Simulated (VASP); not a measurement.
Here is a VASP 6.6.1 calculation.

File INCAR:

```
PREC = Accurate
ENCUT = 700
EDIFF = 1E-6
ISMEAR = 0
SIGMA = 0.1
LREAL = F
LASPH = T
NELM = 120
ALGO = Normal
ISIF = 2
LWAVE = F
LCHARG = T
GGA = PS
LELF = T
LVHAR = T
NBANDS = 26
GGA_COMPAT = F
```

Contents of KPOINTS:

```
Automatic mesh
0
Gamma
  20 20 14
```

File POSCAR:

```
Cu
1.0
    1.7975415012      1.7975415012      0.0000000000
   -1.7975415012      1.7975415012      0.0000000000
    0.0000000000      0.0000000000      3.4921441313
Cu
2
Direct
    0.0000000000      0.0000000000      0.0000000000
    0.5000000000      0.5000000000      0.5000000000
```

Potentials or basis: VASP PAW PBE potentials, release 64 (Cu_sv_GW).

Run with:

```sh
$ cat potpaw_PBE.64/Cu_sv_GW/POTCAR > POTCAR
$ mpirun -np 1 vasp_std > vasp.out
```

Problem. Estimate the band gap on the k mesh.

Solution. Zero (band 19 reaches 14.29 eV, above the bottom of band 20 at 5.99 eV).

Problem. Estimate the pressure.

Solution. -4.2 GPa.

Stress tensor (GPa, compression positive):
```
-4.64  0.00  0.00
 0.00 -4.64  0.00
 0.00  0.00 -3.20
```

Caveat: the cell differs from its parent crystal (uniaxial strain along c: -2.0 %, then relaxed in part); the PAW data sets were made with another functional, which shifts forces and pressure a little.
